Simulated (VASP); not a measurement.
A run of VASP 6.6.1 is set up as follows.

Contents of POSCAR:

```
Sc
1.0
    0.0000000000      2.3571345886      2.3571345886
    2.3571345886      0.0000000000      2.3571345886
    2.3571345886      2.3571345886      0.0000000000
Sc
1
Direct
    0.0000000000      0.0000000000      0.0000000000
```

File INCAR.step1:

```
SYSTEM = Sc
PREC = Accurate ; ENCUT = 520
ISMEAR = -1 ; SIGMA = 0.1
LREAL = .FALSE. ; LASPH = .TRUE.
NELM = 60 ; NBANDS = 12
GGA = PE ; ALGO = Normal
EDIFF = 1E-4 ; LWAVE = .TRUE.
LCHARG = .FALSE.
```

INCAR.step2

```
SYSTEM = Sc
PREC = Accurate ; ENCUT = 520
EDIFF = 1E-7 ; ISMEAR = -1
SIGMA = 0.1 ; LREAL = .FALSE.
LASPH = .TRUE. ; NELM = 60
ALGO = Normal ; ISIF = 2
LWAVE = .FALSE. ; LCHARG = .FALSE.
METAGGA = R2SCAN ; LMIXTAU = .TRUE.
NBANDS = 12 ; ISTART = 1
```

Contents of KPOINTS:

```
Automatic mesh
0
G
  13 13 13
  0 0 0
```

Potentials or basis: VASP PAW PBE potentials, release 64 (Sc_sv).

Run with:

```bash
$ cat potpaw_PBE.64/Sc_sv/POTCAR > POTCAR
$ cp INCAR.step1 INCAR
$ mpirun -np 1 vasp_std > vasp.out
$ cp INCAR.step2 INCAR
$ mpirun -np 1 vasp_std > vasp.out
```

(1) Estimate the pressure.

(2) Estimate the band gap on the k mesh.

## Answers

(1) -1.8 GPa.

(2) zero (an odd number of electrons rules out a gap without spin polarisation).

Caveat: the PAW data sets were made with another functional, which shifts forces and pressure a little.
